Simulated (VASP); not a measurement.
# LaScO3 (Pnma) in VASP: single point with r2SCAN

Aim: the single point of LaScO3 with r2SCAN.

All numbers are computed with VASP 6.6.1; they aren't measurements. Logs are shortened: lines on timing, memory, paths and dates and some standing lists are left out, and cuts for length are marked.

**1. The cell of the first run**

It takes space group Pnma (No. 62, orthorhombic). Conventional cell: a = 5.796 Å, b = 8.096 Å, c = 5.678 Å, α = 90.00°, β = 90.00°, γ = 90.00°. La (site symmetry m) has 8 O at 2.39 to 2.89 Å within 3.2 Å. Within 2.8 Å of Sc (site symmetry -1) lie 6 O at 2.10 to 2.11 Å. O (site symmetry m) has 2 Sc at 2.11 Å and 2 La at 2.39 to 2.53 Å within 2.8 Å. Within 3.6 Å of O (site symmetry 1) lie 2 Sc at 2.10 to 2.11 Å and 4 La at 2.42 to 3.59 Å and 10 O at 2.93 to 3.42 Å.

**2. Single point, r2SCAN**

Contents of POSCAR:

```
LaScO3
1.0
    5.7959041260      0.0000000000      0.0000000000
    0.0000000000      8.0960934062      0.0000000000
    0.0000000000      0.0000000000      5.6783845525
La Sc O
4 4 12
Direct
    0.9560935503      0.2500000000      0.0109150152
    0.5439064497      0.7500000000      0.5109150152
    0.4560935503      0.2500000000      0.4890849848
    0.0439064497      0.7500000000      0.9890849848
    0.5000000000      0.0000000000      0.0000000000
    0.0000000000      0.0000000000      0.5000000000
    0.0000000000      0.5000000000      0.5000000000
    0.5000000000      0.5000000000      0.0000000000
    0.5321522222      0.2500000000      0.9020175312
    0.9678477778      0.7500000000      0.4020175312
    0.0321522222      0.2500000000      0.5979824688
    0.4678477778      0.7500000000      0.0979824688
    0.2958309834      0.9478736458      0.7042926353
    0.2041690166      0.0521263542      0.2042926353
    0.7958309834      0.5521263542      0.7957073647
    0.7041690166      0.4478736458      0.2957073647
    0.7041690166      0.0521263542      0.2957073647
    0.7958309834      0.9478736458      0.7957073647
    0.2041690166      0.4478736458      0.2042926353
    0.2958309834      0.5521263542      0.7042926353
```

Contents of INCAR.step1:

```
ALGO     = Normal         # electronic algorithm
EDIFF    = 1E-5           # SCF threshold, eV
ENCUT    = 660            # plane-wave cutoff, eV
GGA      = PE             # functional
GGA_COMPAT= F            
ISMEAR   = -1             # smearing method
KPAR     = 4            
LASPH    = T              # aspherical terms in the spheres
LCHARG   = F              # write CHGCAR
LMAXMIX  = 6              # l up to which the mixer works
LREAL    = F              # projectors in reciprocal space
LWAVE    = T              # write WAVECAR
NBANDS   = 96             # bands
NELM     = 200            # most SCF steps
PREC     = Accurate       # precision mode
SIGMA    = 0.02           # smearing width, eV
```

Contents of INCAR.step2:

```
ALGO     = Normal         # electronic algorithm
EDIFF    = 1E-6           # SCF threshold, eV
ENCUT    = 660            # plane-wave cutoff, eV
GGA_COMPAT= F            
ISIF     = 2              # what is computed and relaxed
ISMEAR   = -1             # smearing method
ISTART   = 1            
KPAR     = 4            
LASPH    = T              # aspherical terms in the spheres
LCHARG   = T              # write CHGCAR
LMAXMIX  = 6              # l up to which the mixer works
LMIXTAU  = T            
LREAL    = F              # projectors in reciprocal space
LVHAR    = T            
LWAVE    = F              # write WAVECAR
METAGGA  = R2SCAN         # meta-GGA
NBANDS   = 96             # bands
NELM     = 200            # most SCF steps
PREC     = Accurate       # precision mode
SIGMA    = 0.02           # smearing width, eV
```

Contents of KPOINTS:

```
k-points
0
Gamma
  4 4 4
```

Potentials or basis: VASP PAW PBE potentials, release 64 (La, Sc_sv, O).

The run is started by

```
> cat potpaw_PBE.64/La/POTCAR potpaw_PBE.64/Sc_sv/POTCAR potpaw_PBE.64/O/POTCAR > POTCAR
> cp INCAR.step1 INCAR
> mpirun -np 4 vasp_std > vasp.out
> cp INCAR.step2 INCAR
> mpirun -np 4 vasp_std > vasp.out
```

OUTCAR:

```text
EDIFF = 1E-6
   ENCUT = 660
   ISIF = 2
   ISMEAR = -1
   ISTART = 1
   LASPH = T
   LREAL = F
   METAGGA = R2SCAN
   NELM = 200
   PREC = Accurate

 ion  position               nearest neighbor table
   1  0.956  0.250  0.011-  11 2.39  14 2.42  19 2.42   9 2.53  17 2.70  16 2.70   5 3.33   8 3.33
                             7 3.45   6 3.45   6 3.55   7 3.55
   2  0.544  0.750  0.511-  12 2.39  13 2.42  20 2.42  10 2.53  18 2.70  15 2.70   6 3.33   7 3.33
                             5 3.45   8 3.45   5 3.55   8 3.55
   3  0.456  0.250  0.489-   9 2.39  16 2.42  17 2.42  11 2.53  14 2.70  19 2.70   6 3.33   7 3.33
                             5 3.45   8 3.45   5 3.55   8 3.55
   4  0.044  0.750  0.989-  10 2.39  15 2.42  18 2.42  12 2.53  13 2.70  20 2.70   5 3.33   8 3.33
                             7 3.45   6 3.45   6 3.55   7 3.55
   5  0.500  0.000  0.000-  13 2.10  17 2.10   9 2.11  12 2.11  14 2.11  18 2.11   1 3.33   4 3.33
                             3 3.45   2 3.45   2 3.55   3 3.55
   6  0.000  0.000  0.500-  14 2.10  18 2.10  10 2.11  11 2.11  17 2.11  13 2.11   2 3.33   3 3.33
                             1 3.45   4 3.45   1 3.55   4 3.55
   7  0.000  0.500  0.500-  15 2.10  19 2.10  10 2.11  11 2.11  16 2.11  20 2.11   2 3.33   3 3.33
                             1 3.45   4 3.45   1 3.55   4 3.55
   8  0.500  0.500  0.000-  16 2.10  20 2.10   9 2.11  12 2.11  19 2.11  15 2.11   1 3.33   4 3.33
                             3 3.45   2 3.45   2 3.55   3 3.55
   9  0.532  0.250  0.902-   5 2.11   8 2.11   3 2.39   1 2.53
  10  0.968  0.750  0.402-   6 2.11   7 2.11   4 2.39   2 2.53
  11  0.032  0.250  0.598-   6 2.11   7 2.11   1 2.39   3 2.53
  12  0.468  0.750  0.098-   5 2.11   8 2.11   2 2.39   4 2.53
  13  0.296  0.948  0.704-   5 2.10   6 2.11   2 2.42   4 2.70
  14  0.204  0.052  0.204-   6 2.10   5 2.11   1 2.42   3 2.70
  15  0.796  0.552  0.796-   7 2.10   8 2.11   4 2.42   2 2.70
  16  0.704  0.448  0.296-   8 2.10   7 2.11   3 2.42   1 2.70
  17  0.704  0.052  0.296-   5 2.10   6 2.11   3 2.42   1 2.70
  18  0.796  0.948  0.796-   6 2.10   5 2.11   4 2.42   2 2.70
  19  0.204  0.448  0.204-   7 2.10   8 2.11   1 2.42   3 2.70
  20  0.296  0.552  0.704-   8 2.10   7 2.11   2 2.42   4 2.70

  LATTYP: Found a simple orthorhombic cell.
 ALAT       =     5.6783845525
 B/A-ratio  =     1.0206959519
 C/A-ratio  =     1.4257740615

  Lattice vectors:

 A1 = (   0.0000000000,   0.0000000000,   5.6783845525)
 A2 = (   5.7959041260,   0.0000000000,   0.0000000000)
 A3 = (   0.0000000000,   8.0960934062,   0.0000000000)

Analysis of symmetry for initial positions (statically):
=====================================================================
 Subroutine PRICEL returns:
 Original cell was already a primitive cell.

 Routine SETGRP: Setting up the symmetry group for a
 simple orthorhombic supercell.

 Subroutine GETGRP returns: Found  8 space group operations
 (whereof  2 operations were pure point group operations)
 out of a pool of  8 trial point group operations.

The static configuration has the point symmetry S_2 .
 The point group associated with its full space group is D_2h.

Analysis of symmetry for dynamics (positions and initial velocities):
=====================================================================
 Subroutine PRICEL returns:
 Original cell was already a primitive cell.

 Routine SETGRP: Setting up the symmetry group for a
 simple orthorhombic supercell.

 Subroutine GETGRP returns: Found  8 space group operations
 (whereof  2 operations were pure point group operations)
 out of a pool of  8 trial point group operations.

The dynamic configuration has the point symmetry S_2 .
 The point group associated with its full space group is D_2h.

 Subroutine INISYM returns: Found  8 space group operations
 (whereof  2 operations are pure point group operations),
 and found     1 'primitive' translations

----------------------------------------------------------------------------------------

                                     Primitive cell

  volume of cell :     266.4535

  direct lattice vectors                    reciprocal lattice vectors
     5.795904126  0.000000000  0.000000000     0.172535635  0.000000000  0.000000000
     0.000000000  8.096093406  0.000000000     0.000000000  0.123516362  0.000000000
[... 51 lines left out ...]

 KPOINTS: k-points

Automatic generation of k-mesh.
 Grid dimensions read from file:
 generate k-points for:    4    4    4

 Generating k-lattice:

  Cartesian coordinates                     Fractional coordinates (reciprocal lattice)
     0.043133909  0.000000000  0.000000000     0.250000000  0.000000000  0.000000000
     0.000000000  0.030879090  0.000000000     0.000000000  0.250000000  0.000000000
     0.000000000  0.000000000  0.044026606     0.000000000  0.000000000  0.250000000

  Length of vectors
     0.043133909  0.030879090  0.044026606

  Shift w.r.t. Gamma in fractional coordinates (k-lattice)
     0.000000000  0.000000000  0.000000000

 Subroutine IBZKPT returns following result:
 ===========================================

 Found     27 irreducible k-points:

 Following reciprocal coordinates:
            Coordinates               Weight
  0.000000  0.000000  0.000000      1.000000
  0.250000  0.000000  0.000000      2.000000
  0.500000  0.000000  0.000000      1.000000
  0.000000  0.250000  0.000000      2.000000
  0.250000  0.250000  0.000000      4.000000
  0.500000  0.250000  0.000000      2.000000
[... 16 lines left out ...]
  0.250000  0.250000  0.500000      4.000000
  0.500000  0.250000  0.500000      2.000000
 [... further k-points ...]
   k-points           NKPTS =     27   k-points in BZ     NKDIM =     27   number of bands    NBANDS=     96
   number of dos      NEDOS =    301   number of ions     NIONS =     20
   total plane-waves  NPLWV = 168000
   dimension x,y,z NGX =    50 NGY =   70 NGZ =   48
   dimension x,y,z NGXF=   100 NGYF=  140 NGZF=   96
   ions per type =               4   4  12
   NGX,Y,Z   is equivalent  to a cutoff of  14.34, 14.37, 14.05 a.u.
   NGXF,Y,Z  is equivalent  to a cutoff of  28.68, 28.75, 28.11 a.u.
 SYSTEM =  unknown system
   PREC   = accura    normal or accurate (medium, high low for compatibility)
   ISTART =      1    job   : 0-new  1-cont  2-samecut
   ICHARG =      0    charge: 1-file 2-atom 10-const
   ISPIN  =      1    spin polarized calculation?
   LNONCOLLINEAR =      F non collinear calculations
   LSORBIT =      F    spin-orbit coupling
   LASPH  =      T    aspherical Exc in radial PAW
   ENCUT  =  660.0 eV  48.51 Ry    6.96 a.u.  12.14 16.96 11.89*2*pi/ulx,y,z
   NELM   =    200;   NELMIN=  2; NELMDL=  0     # of ELM steps
   EDIFF  = 0.1E-05   stopping-criterion for ELM
   LREAL  =      F    real-space projection
   EDIFFG = 0.1E-04   stopping-criterion for IOM
   NSW    =      0    number of steps for IOM
   IBRION =     -1    ionic relax: 0-MD 1-quasi-New 2-CG
   NFREE  =      0    steps in history (QN), initial steepest desc. (CG)
   ISIF   =      2    stress and relaxation
   ISYM   =      2    0-nonsym 1-usesym 2-fastsym
   POTIM  = 0.5000    time-step for ionic-motion
   TEBEG  =    0.0;   TEEND  =   0.0 temperature during run
   PSTRESS=    0.0 pullay stress
   NELECT =     160.0000    total number of electrons
   NUPDOWN=      -1.0000    fix difference up-down
   EMIN   =  10.00;   EMAX   =-10.00  energy-range for DOS
   EFERMI =   0.00;   METHOD = LEGACY
   ISMEAR =    -1;   SIGMA  =   0.02  broadening in eV -4-tet -1-fermi 0-gaus
   EFERMI_NEDOS =   21; number of points for ismear=-14 and -15
   IALGO  =     38    algorithm
   IMIX   =      4    mixing-type and parameters
     AMIX     =   0.40;   BMIX     =  1.00
     AMIX_MAG =   1.60;   BMIX_MAG =  1.00
  volume/ion in A,a.u.               =      13.32        89.91
  Fermi-wavevector in a.u.,A,eV,Ry     =   1.381150  2.609996 25.954155  1.907577
  Thomas-Fermi vector in A             =   2.505961
   LORBIT       =      0    0 simple, 1 ext, 2 COOP (PROOUT), +10 PAW based schemes
   METAGGA = R2SCAN    functional components
   LHFCALC =     F    Hartree Fock is set to
   AEXX    =    0.0000 exact exchange contribution
   IVDW    =     0    specifies the selected vdW correction
   LEPSILON=     F    determine dielectric tensor
   LRPA    =     F    only Hartree local field effects (RPA)
 non-spin polarized calculation
  energy-cutoff  :      660.00
  volume of cell :      266.45
 maximum number of plane-waves:     10288
 NGX is ok and might be reduce to    50
   NGX = 25   NGY = 33   NGZ = 23

 number of electron     159.9999979 magnetization

 Free energy of the ion-electron system (eV)
  ---------------------------------------------------
  ext. energy  EPLUGINS =         0.00000000
  ---------------------------------------------------
  free energy    TOTEN  =      -313.33934249 eV

  energy without entropy =     -313.33934249  energy(sigma->0) =     -313.33934249

 E-fermi :   5.3708     XC(G=0): -11.7271

 val. band max:        4.8024090133   @ k =   0.0000   0.0000   0.0000
 cond. band min:       9.3268314602   @ k =   0.0000   0.0000   0.0000
 fundamental gap:      4.5244224469
 Fermi energy:         5.3708080836

 k-point     1 :       0.0000    0.0000    0.0000
  band No.  band energies     occupation
      1     -43.7720      2.00000
      2     -43.7690      2.00000
      3     -43.7663      2.00000
      4     -43.7634      2.00000
      5     -25.9930      2.00000
      6     -25.9616      2.00000
[... 2269 lines left out ...]
     91      10.4428      0.00000
     92      10.4428      0.00000

 [... further k-points ...]

 [bands above 92 left out]

------------------------ aborting loop because EDIFF is reached ----------------------------------------

  FORCE on cell =-STRESS in cart. coord.  units (eV):
  Direction    XX          YY          ZZ          XY          YZ          ZX
  --------------------------------------------------------------------------------------
  -------------------------------------------------------------------------------------
  Total        0.5933948      0.7198178      0.6173556      0.0000000      0.0000000      0.0000000
  in kB        3.5680653      4.3282435      3.7121410      0.0000000      0.0000000      0.0000000
  external PRESSURE =       3.8694833 kB  Pullay stress =       0.0000000 kB

 VOLUME and BASIS-vectors are now :
 -----------------------------------------------------------------------------
  energy-cutoff  :      660.00
  volume of cell :      266.45
      direct lattice vectors                 reciprocal lattice vectors
     5.795904126  0.000000000  0.000000000     0.172535635  0.000000000  0.000000000
     0.000000000  8.096093406  0.000000000     0.000000000  0.123516362  0.000000000
     0.000000000  0.000000000  5.678384552     0.000000000  0.000000000  0.176106424

 POSITION                                       TOTAL-FORCE (eV/Angst)
 -----------------------------------------------------------------------------------
      5.54143      2.02402      0.06198         0.007375      0.000000     -0.002407
      3.15243      6.07207      2.90117        -0.007375      0.000000     -0.002407
      2.64347      2.02402      2.77721         0.007375      0.000000      0.002407
      0.25448      6.07207      5.61640        -0.007375      0.000000      0.002407
      2.89795      0.00000      0.00000         0.000000      0.000000     -0.000000
      0.00000      0.00000      2.83919         0.000000      0.000000     -0.000000
[... 12 lines left out ...]
      1.18334      3.62603      1.16005        -0.025175     -0.048802     -0.034693
      1.71461      4.47007      3.99924         0.025175      0.048802     -0.034693
 -----------------------------------------------------------------------------------
    total drift:                                0.000000      0.000000      0.000000

  FREE ENERGIE OF THE ION-ELECTRON SYSTEM (eV)
  ---------------------------------------------------
  free  energy   TOTEN  =      -313.3393424895 eV

  energy  without entropy=     -313.3393424895  energy(sigma->0) =     -313.33934249
```

It took 43 min on 4 MPI ranks of Intel Xeon Platinum 8259CL at 2.50GHz (Skylake/Cascade Lake), shared host; peak memory 1 GiB.

Results:

```
Free energy            : -313.3393 eV
Pressure               : 0.4 GPa
Largest force          : 0.068 eV/Å
Band gap on the k mesh : 4.52 eV
```

Forces in eV/Å, atoms in the order of the input:
```
La   0.007  0.000 -0.002
La  -0.007  0.000 -0.002
La   0.007  0.000  0.002
La  -0.007  0.000  0.002
Sc   0.000  0.000  0.000
Sc   0.000  0.000  0.000
Sc   0.000  0.000  0.000
Sc   0.000  0.000  0.000
O    0.025  0.000 -0.064
O   -0.025  0.000 -0.064
O    0.025  0.000  0.064
O   -0.025  0.000  0.064
O    0.025 -0.049 -0.035
O   -0.025  0.049 -0.035
O    0.025  0.049  0.035
O   -0.025 -0.049  0.035
O   -0.025  0.049  0.035
O    0.025 -0.049  0.035
O   -0.025 -0.049 -0.035
O    0.025  0.049 -0.035
```

Levels at points of the mesh, in eV from the valence-band top:
```tsv
k point	band 76	band 77	band 78	band 79	band 80	band 81	band 82	band 83	band 84	band 85
(0.00, 0.00, 0.00)	-0.27	-0.23	-0.15	-0.02	0.00	4.52	4.78	4.90	5.27	5.27
(0.50, 0.00, 0.00)	-0.55	-0.43	-0.43	-0.10	-0.10	5.10	5.10	5.23	5.23	5.48
(0.00, 0.50, 0.00)	-0.35	-0.23	-0.23	-0.17	-0.17	4.85	4.85	5.17	5.17	5.21
(0.50, 0.50, 0.00)	-0.75	-0.26	-0.26	-0.26	-0.26	5.19	5.19	5.19	5.19	5.53
(0.00, 0.00, 0.50)	-0.41	-0.31	-0.31	-0.13	-0.13	4.98	4.98	5.23	5.23	5.34
(0.50, 0.00, 0.50)	-0.34	-0.30	-0.30	-0.25	-0.25	4.81	4.81	5.21	5.21	5.52
(0.00, 0.50, 0.50)	-0.47	-0.29	-0.29	-0.16	-0.16	5.08	5.08	5.12	5.12	5.40
(0.50, 0.50, 0.50)	-0.52	-0.26	-0.26	-0.26	-0.26	5.06	5.06	5.06	5.06	5.57
```

Caveat: the PAW data sets were made with another functional, which shifts forces and pressure a little; spin-orbit coupling is left out, which moves the levels of the heavy elements.
